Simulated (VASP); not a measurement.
The system is TiAl3.

```
CELL_PARAMETERS angstrom
2.82062 0.00000 0.00000
0.00000 4.64985 0.00000
0.00000 0.00000 4.86785
ATOMIC_POSITIONS crystal
Ti 0.00000 0.50000 0.16592
Al 0.00000 0.00000 0.83590
Al 0.50000 0.00000 0.33091
Al 0.50000 0.50000 0.66727
```

Base run:

| Quantity | Value |
| --- | --- |
| Program | VASP 6.6.1 |
| Functional | PBE |
| Potentials or basis | VASP PAW PBE potentials, release 64 (Ti_sv, Al) |
| Cutoff | 520 eV |
| k mesh | 9 × 6 × 6 |
| Occupations | fermi-dirac, width 0.05 eV |
| Spin | no spin polarisation |

Its results: band gap on the k mesh zero (an odd number of electrons rules out a gap without spin polarisation); pressure 2.0 GPa; largest force 0.050 eV/Å.

The run is repeated on the same cell with these changes: functional from PBE to r2SCAN. What comes out?

Band gap on the k mesh zero (an odd number of electrons rules out a gap without spin polarisation); pressure -0.1 GPa; largest force 0.063 eV/Å.

Caveats: the PAW data sets were made with another functional, which shifts forces and pressure a little (at least some runs).
